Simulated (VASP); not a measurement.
KF, 2 atoms in the cell. The structure is trigonal, space group R-3m (No. 166). The conventional cell has a = 4.483 Å, b = 4.483 Å, c = 6.588 Å, α = 90.00°, β = 90.00°, γ = 120.00°. Within 3.7 Å of K (site symmetry -3m) lie 8 F at 2.81 to 3.29 Å and 6 K at 3.39 Å. F (site symmetry -3m) has 8 K at 2.81 to 3.29 Å and 6 F at 3.39 Å within 3.7 Å.  This cell differs from its parent crystal: ratio of the length along [111] to the lengths across it x 0.6, volume and fractional coordinates fixed.

| Item | Value |
| --- | --- |
| Program | VASP 6.6.1 |
| Task | single point |
| Functional | PBE |
| Potentials or basis | VASP PAW PBE potentials, release 64 (K_sv, F) |
| Cutoff | 520 eV |
| k mesh | 8 × 8 × 8 |
| Occupations | gaussian, width 0.05 eV |
| Spin | no spin polarisation |
| Dipole correction | no |
| Further INCAR settings | ALGO = Normal; EDIFF = 1e-07; NBANDS = 15 |

Potentials or basis: VASP PAW PBE potentials, release 64 (K_sv, F).

The run is started by

```sh
$ cat potpaw_PBE.64/K_sv/POTCAR potpaw_PBE.64/F/POTCAR > POTCAR
$ mpirun -np 1 vasp_std > vasp.out
```

Hardware: 1 thread of Intel(R) Xeon(R) Platinum 8488C (Sapphire Rapids) (shared host).

Task: How long does it take, and how much memory?

Result: It took 29 s on 1 thread of Intel(R) Xeon(R) Platinum 8488C (Sapphire Rapids), with other jobs on the host, peak memory 0.18 GiB. Counts: scf iterations 13, k points 65.
